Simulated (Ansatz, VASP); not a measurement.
# Al in VASP and in Ansatz

```
Al
1.0
     2.97200    0.00000    0.00000
    -1.48600    2.57383    0.00000
     0.00000    0.00000    9.24105
Al
4
Direct
  0.00000 0.00000 0.00000
  0.33333 0.66667 0.25000
  0.00000 0.00000 0.50000
  0.66667 0.33333 0.75000
```

Alike in both runs: task single point; functional PBE; dispersion D3(BJ); k mesh 18 × 18 × 4; occupations gaussian, width 0.15 eV; no spin polarisation.

|  | VASP | Ansatz |
| --- | --- | --- |
| version | VASP 6.6.1 | Ansatz 0.2.0 |
| potentials or method | VASP PAW PBE potentials, release 64 (Al), cutoff 520 eV | scalar-relativistic, plane waves, PAW |
| valence electrons in the cell | 12 | 12 |

|  | VASP | Ansatz | Ansatz less VASP |
| --- | --- | --- | --- |
| gap on the k mesh at the Fermi level (eV) | none | none | - |
| pressure (GPa) | -7.1 | -7.1 | +0.01 |
| traceless stress, the component that is largest in VASP (GPa) | 1.22 | 1.22 | +0.004 |

A gap of «none» marks a metal or a gap that the smearing closes.
